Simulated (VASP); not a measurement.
Runs of VASP 6.6.1 on Pd. The structure is that of space group Fm-3m (No. 225), or close to it. The cells are those of the table. 

```tsv
task	cell	cutoff (eV)	gap on the mesh (eV)	pressure (GPa)
relaxation of cell and atoms	relaxed to 4 GPa from a = 2.765 Å, angles 60.0°, 1 atom	600	none	4.0
single point	a = 2.755 Å, angles 60.0°, 1 atom	520	none	2.7
single point	a = 2.760 Å, angles 60.0°, 1 atom	520	none	1.7
single point	a = 2.765 Å, angles 60.0°, 1 atom	520	none	(a)
relaxation of cell and atoms	relaxed to 7 GPa from a = 2.765 Å, angles 60.0°, 1 atom	600	none	7.0
```

Alike in all rows: level r2SCAN; potentials or basis VASP PAW PBE potentials, release 64 (Pd); no spin polarisation; k mesh 24 × 24 × 24; smearing fermi-dirac 0.08 eV.

Q: Fill in the values left out.

A: (a) 0.7.

Caveats: the PAW data sets were made with another functional, which shifts forces and pressure a little; the cell is relaxed towards a set pressure, so the run minimises the enthalpy, not the energy (at least some runs).

A k mesh can miss the band edges, and the runs leave out spin-orbit coupling on Pd.

A gap of «none» marks levels without a gap at the run's occupations.
